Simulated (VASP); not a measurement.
A run of VASP 6.6.1 is set up as follows.

The input INCAR:

```
PREC = Accurate ; ENCUT = 520
EDIFF = 1E-6 ; ISMEAR = 0
SIGMA = 0.02 ; LREAL = F
LASPH = T ; NELM = 100
ALGO = Normal ; ISIF = 2
LWAVE = F ; LCHARG = T
GGA = PE ; LELF = T
LVHAR = T ; NBANDS = 12
```

The input KPOINTS:

```
Automatic mesh
0
Gamma
  10 10 10
```

Contents of POSCAR:

```
LiF
1.0
    0.0000000000      1.9487029751      1.9487029751
    1.9487029751      0.0000000000      1.9487029751
    1.9487029751      1.9487029751      0.0000000000
Li F
1 1
Direct
    0.0000000000      0.0000000000      0.0000000000
    0.5000000000      0.5000000000      0.5000000000
```

Potentials or basis: VASP PAW PBE potentials, release 64 (Li_sv, F).

The run is started by

```sh
$ cat potpaw_PBE.64/Li_sv/POTCAR potpaw_PBE.64/F/POTCAR > POTCAR
$ mpirun -np 1 vasp_std > vasp.out
```

**Question.** Estimate the band gap on the k mesh.

**Answer.** 10.02 eV, direct.

 A k mesh can miss the band edges.
